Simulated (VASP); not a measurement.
# BN (R3m) in VASP: further runs

BN is run at these levels: LDA; tasks: vibrations by perturbation theory.

Program: VASP 6.6.1. These are calculated values, not measurements. Logs are shortened: lines on timing, memory, paths and dates and some standing lists are left out, and cuts for length are marked.

**1. The cell of the first run**

Symmetry: R3m, No. 160, trigonal system. The conventional cell has a = 2.460 Å, b = 2.460 Å, c = 7.931 Å, α = 90.00°, β = 90.00°, γ = 120.00°. Within 1.9 Å of B (site symmetry 3m) lie 3 N at 1.42 Å. N (site symmetry 3m) has 3 B at 1.42 Å within 1.9 Å.

**2. Vibrations by perturbation theory, LDA**

File INCAR:

```
ALGO     = Normal         # electronic algorithm
EDIFF    = 1E-8           # SCF threshold, eV
ENCUT    = 520            # plane-wave cutoff, eV
IBRION   = 8              # ionic algorithm
ISIF     = 2              # what is computed and relaxed
ISMEAR   = 0              # smearing method
LASPH    = True           # aspherical terms in the spheres
LCHARG   = False          # write CHGCAR
LEPSILON = True           # dielectric tensor by DFPT
LREAL    = False          # projectors in reciprocal space
LWAVE    = False          # write WAVECAR
NBANDS   = 11             # bands
NELM     = 80             # most SCF steps
NSW      = 1              # ionic steps
PREC     = Accurate       # precision mode
SIGMA    = 0.01           # smearing width, eV
```

File KPOINTS:

```
k-points
0
Gamma
  12 12 12
```

File POSCAR:

```
BN
1.0
    1.2299605282      0.7101180420      2.6436178862
   -1.2299605282      0.7101180420      2.6436178862
    0.0000000000     -1.4202360842      2.6436178861
B N
1 1
Direct
    1.0015830873      1.0015830873      1.0015830873
    0.3308499127      0.3308499127      0.3308499127
```

Potentials or basis: VASP PAW LDA potentials, release 64 (B, N).

Launch:

```console
> cat potpaw_LDA.64/B/POTCAR potpaw_LDA.64/N/POTCAR > POTCAR
> mpirun -np 1 vasp_std > vasp.out
```

OUTCAR:

```text
EDIFF = 1E-8
   ENCUT = 520
   IBRION = 8
   ISIF = 2
   ISMEAR = 0
   LASPH = True
   LEPSILON = True
   LREAL = False
   NELM = 80
   NSW = 1
   PREC = Accurate

 ion  position               nearest neighbor table
   1  0.002  0.002  0.002-   2 1.42   2 1.42   2 1.42
   2  0.331  0.331  0.331-   1 1.42   1 1.42   1 1.42

  LATTYP: Found a trigonal (rhomboedric) cell.
 ALAT       =     3.0009641888
 COS(alpha) =     0.6640375664

  Lattice vectors:

 A1 = (   1.2299605282,   0.7101180420,   2.6436178862)
 A2 = (  -1.2299605282,   0.7101180420,   2.6436178862)
 A3 = (   0.0000000000,  -1.4202360842,   2.6436178861)

Analysis of symmetry for initial positions (statically):
=====================================================================
 Subroutine PRICEL returns:
 Original cell was already a primitive cell.

 Routine SETGRP: Setting up the symmetry group for a
 trigonal (rhombohedral) supercell.

 Subroutine GETGRP returns: Found  6 space group operations
 (whereof  6 operations were pure point group operations)
 out of a pool of 12 trial point group operations.

The static configuration has the point symmetry C_3v.

Analysis of symmetry for dynamics (positions and initial velocities):
=====================================================================
 Subroutine PRICEL returns:
 Original cell was already a primitive cell.

 Routine SETGRP: Setting up the symmetry group for a
 trigonal (rhombohedral) supercell.

 Subroutine GETGRP returns: Found  6 space group operations
 (whereof  6 operations were pure point group operations)
 out of a pool of 12 trial point group operations.

The dynamic configuration has the point symmetry C_3v.

 Subroutine INISYM returns: Found  6 space group operations
 (whereof  6 operations are pure point group operations),
 and found     1 'primitive' translations

----------------------------------------------------------------------------------------

                                     Primitive cell

  volume of cell :      13.8539

  direct lattice vectors                    reciprocal lattice vectors
     1.229960528  0.710118042  2.643617886     0.406517111  0.234702763  0.126089831
    -1.229960528  0.710118042  2.643617886    -0.406517111  0.234702763  0.126089831
     0.000000000 -1.420236084  2.643617886     0.000000000 -0.469405526  0.126089831

  length of vectors
     3.000964189  3.000964189  3.000964189     0.486045465  0.486045465  0.486045465

  position of ions in fractional coordinates (direct lattice)
     0.001583087  0.001583087  0.001583087
     0.330849913  0.330849913  0.330849913

  ion indices of the primitive-cell ions
   primitive index   ion index
                 1           1
                 2           2

----------------------------------------------------------------------------------------

 KPOINTS: k-points

Automatic generation of k-mesh.
 Grid dimensions read from file:
[... 499 lines left out ...]
--------------------------------------- Ionic step        2  -------------------------------------------

------------------------ aborting loop because EDIFF is reached ----------------------------------------

--------------------------------------- Ionic step        3  -------------------------------------------

------------------------ aborting loop because EDIFF is reached ----------------------------------------

 PIEZOELECTRIC TENSOR FIELD DIRECTION 3  (e Angst)
 -----------------------------------------------------------------------------
     0.23170  0.00000  0.00000           (  0.00167  0.00000  0.00000)
     0.00000  0.23170  0.00000           (  0.00000  0.00167  0.00000)
     0.00000  0.00000 -0.63388           (  0.00000  0.00000 -0.00320)

 PIEZOELECTRIC TENSOR FIELD DIRECTION 3  (C/m^2)
 -----------------------------------------------------------------------------
     0.26795  0.00000  0.00000
     0.00000  0.26795  0.00000
     0.00000  0.00000 -0.73307

--------------------------------------- Ionic step        4  -------------------------------------------

------------------------ aborting loop because EDIFF is reached ----------------------------------------

[... ionic steps 5 to 5 ...]

--------------------------------------- Ionic step        6  -------------------------------------------

------------------------ aborting loop because EDIFF is reached ----------------------------------------

--------------------------------------- Ionic step        7  -------------------------------------------

------------------------ aborting loop because EDIFF is reached ----------------------------------------

[... ionic steps 8 to 8 ...]

--------------------------------------- Ionic step        9  -------------------------------------------

 Free energy of the ion-electron system (eV)
  ---------------------------------------------------
  ---------------------------------------------------
  free energy    TOTEN  =        -0.23537403 eV

  energy without entropy =       -0.23537403

------------------------ aborting loop because EDIFF is reached ----------------------------------------

 INTERNAL STRAIN TENSOR  FOR ION    2  DIRECTION 3   (eV/Angst):
 -----------------------------------------------------------------------------
    -0.46330  0.00000  0.00000
     0.00000 -0.46330 -0.00000
     0.00000 -0.00000  3.93424

 MACROSCOPIC STATIC DIELECTRIC TENSOR (including local field effects in DFT)
 ------------------------------------------------------
           5.563025     0.000000     0.000000
           0.000000     5.563025     0.000000
           0.000000     0.000000     4.126720
 ------------------------------------------------------

 PIEZOELECTRIC TENSOR (including local field effects)  for field in x, y, z        (e  Angst)
          XX          YY          ZZ          XY          YZ          ZX
  --------------------------------------------------------------------------------
  x     0.00000     0.00000     0.00000     1.20361     0.00000     0.08261
  y     1.20361    -1.20361     0.00000     0.00000     0.08261     0.00000
  z     0.23170     0.23170    -0.63388     0.00000     0.00000     0.00000

 PIEZOELECTRIC TENSOR (including local field effects)  for field in x, y, z        (C/m^2)
          XX          YY          ZZ          XY          YZ          ZX
  --------------------------------------------------------------------------------
  x     0.00000     0.00000     0.00000     1.39196     0.00000     0.09554
  y     1.39196    -1.39196     0.00000     0.00000     0.09554     0.00000
  z     0.26795     0.26795    -0.73307     0.00000     0.00000     0.00000

 BORN EFFECTIVE CHARGES (including local field effects) (in |e|, cummulative output)
 ---------------------------------------------------------------------------------
 ion    1
    1     2.62827     0.00000     0.00000
    2     0.00000     2.62827     0.00000
    3     0.00000     0.00000     1.33999
 ion    2
    1    -2.62827     0.00000     0.00000
    2     0.00000    -2.62827    -0.00000
    3     0.00000    -0.00000    -1.33999

 INTERNAL STRAIN TENSOR FOR ION    2 for displacements in x,y,z  (eV/Angst):
          X           Y           Z          XY          YZ          ZX
  --------------------------------------------------------------------------------
  x    -0.00000     0.00000    -0.00000    16.23048    -0.00000     1.20364
  y    16.23048   -16.23048     0.00000    -0.00000     0.92815     0.00000
  z    -0.46330    -0.46330     3.93424     0.00000    -0.00000     0.00000

 SECOND DERIVATIVES (NOT SYMMETRIZED)
 ------------------------------------
               1X          1Y          1Z          2X          2Y          2Z
  1X   -46.996371    0.000000    0.000000   46.996371    0.000000    0.000000
  1Y     0.000000  -46.996371   -0.000000   -0.000000   46.996371    0.000000
  1Z     0.000000   -0.000000   -9.527241    0.000000    0.000000    9.527241
  2X    47.004909    0.000000   -0.000000  -47.004909    0.000000    0.000000
  2Y     0.000000   47.004909    0.000000    0.000000  -47.004909   -0.000000
  2Z     0.000000    0.000000    9.525189    0.000000   -0.000000   -9.525189

 Eigenvectors and eigenvalues of the dynamical matrix
 ----------------------------------------------------

   1 f  =   43.392883 THz   272.645523 2PiTHz 1447.430765 cm-1   179.458462 meV
             X         Y         Z           dx          dy          dz
      0.000000 -0.000000  0.012555    -0.000003   -0.751158   -0.000000
      0.000000 -0.000000  2.623922     0.000003    0.660122    0.000000
[... 21 lines left out ...]
   6 f/i=    0.001954 THz     0.012279 2PiTHz    0.065187 cm-1     0.008082 meV
             X         Y         Z           dx          dy          dz
      0.000000 -0.000000  0.012555     0.515095    0.412842    0.000000
      0.000000 -0.000000  2.623922     0.586131    0.469776    0.000000

--------------------------------------------------------------------------------------------------------

 MACROSCOPIC STATIC DIELECTRIC TENSOR IONIC CONTRIBUTION
 ------------------------------------------------------
           1.919688    -0.000000     0.000000
          -0.000000     1.919688     0.000000
           0.000000     0.000000     2.461922
 ------------------------------------------------------

 ELASTIC MODULI CONTR FROM IONIC RELAXATION (kBar)
 Direction    XX          YY          ZZ          XY          YZ          ZX
 --------------------------------------------------------------------------------
 XX        -647.6564    642.3758     22.2384      0.0000    -38.8459      0.0000
 YY         642.3758   -647.6564     22.2384     -0.0000     38.8459     -0.0000
 ZZ          22.2384     22.2384   -187.3060      0.0000      0.0000      0.0000
 XY           0.0000     -0.0000      0.0000   -645.0161      0.0000    -44.9526
 YZ         -38.8459     38.8459      0.0000      0.0000     -2.3395      0.0000
 ZX           0.0000     -0.0000      0.0000    -44.9526      0.0000     -3.1329
 --------------------------------------------------------------------------------

 PIEZOELECTRIC TENSOR IONIC CONTR  for field in x, y, z        (C/m^2)
          XX          YY          ZZ          XY          YZ          ZX
  --------------------------------------------------------------------------------
  x     0.00000    -0.00000     0.00000    -1.04706     0.00000    -0.07297
  y    -1.04706     1.04706     0.00000     0.00000    -0.06306     0.00000
  z     0.07586     0.07586    -0.63898    -0.00000     0.00000    -0.00000
```

Wall time 8.1 min (1 thread of Intel Xeon Platinum 8488C (Sapphire Rapids), shared host); peak memory 0.43 GiB.

What came out:

```
Electronic dielectric tensor (diagonal)                 : 5.56, 5.56, 4.13
Born charges (mean of the diagonal)                     : B +2.20; N -2.20 e
Highest phonon frequency at Γ, LO-TO splitting left out : 1447 cm⁻¹
```

Phonon frequencies in cm⁻¹ (negative: imaginary):
```
              q point          frequencies
(0.000, 0.000, 0.000)  0 0 0 652 1447 1447
```

Electronic dielectric tensor:
```
5.56 0.00 0.00
0.00 5.56 0.00
0.00 0.00 4.13
```

Born effective charge tensors (e):
atom 1, B
```
2.63 0.00 0.00
0.00 2.63 0.00
0.00 0.00 1.34
```
atom 2, N
```
-2.63  0.00  0.00
 0.00 -2.63  0.00
 0.00  0.00 -1.34
```

Caveat: the cell stands under pressure or tension, which shifts response properties.

(Part 1 of 3 ends here.)
